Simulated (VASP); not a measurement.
Set up this calculation in VASP 6.6.1, as the native input.

| Property | Result |
| --- | --- |
| Task | single point |
| Functional | PBE |
| Potentials or basis | VASP PAW PBE potentials, release 64 (K_sv, Sb, I) |
| Cutoff | 520 eV |
| k mesh | 6 × 6 × 6 |
| Occupations | gaussian, width 0.1 eV |
| Spin | no spin polarisation |
| Dipole correction | no |
| Further INCAR settings | ALGO = Normal; EDIFF = 1e-06; NBANDS = 28 |

The structure of K3SbI lies in POSCAR:

```
K3SbI
1.0
    6.6578514225      0.0000000000      0.0000000000
    0.0000000000      6.6578514225      0.0000000000
    0.0000000000      0.0000000000      6.6578514225
K Sb I
3 1 1
Direct
    0.5000000000      0.5000000000      0.0000000000
    0.0000000000      0.5000000000      0.5000000000
    0.5000000000      0.0000000000      0.5000000000
    0.5000000000      0.5000000000      0.5000000000
    0.0000000000      0.0000000000      0.0000000000
```

These files were run (other wordings do the same):

INCAR

```
SYSTEM = K3SbI
  PREC = Accurate
  ENCUT = 520
  EDIFF = 1E-6
  ISMEAR = 0
  SIGMA = 0.1
  LREAL = .FALSE.
  LASPH = .TRUE.
  NELM = 100
  ALGO = Normal
  ISIF = 2
  LWAVE = .FALSE.
  LCHARG = .FALSE.
  GGA = PE
  NBANDS = 28
```

KPOINTS

```
regular mesh
0
G
  6 6 6
  0 0 0
```

Potentials or basis: VASP PAW PBE potentials, release 64 (K_sv, Sb, I).

Run with:

```bash
$ cat potpaw_PBE.64/K_sv/POTCAR potpaw_PBE.64/Sb/POTCAR potpaw_PBE.64/I/POTCAR > POTCAR
$ mpirun -np 1 vasp_std > vasp.out
```

It gave:

The pressure is 0.0 GPa.

Caveat: an odd number of electrons without spin polarisation forces a metal; a magnetic or distorted state may lie lower.

Wall time 120 s on 1 thread of AMD EPYC 7R13 Processor (Zen 3), with other jobs on the host, peak memory 0.4 GiB.
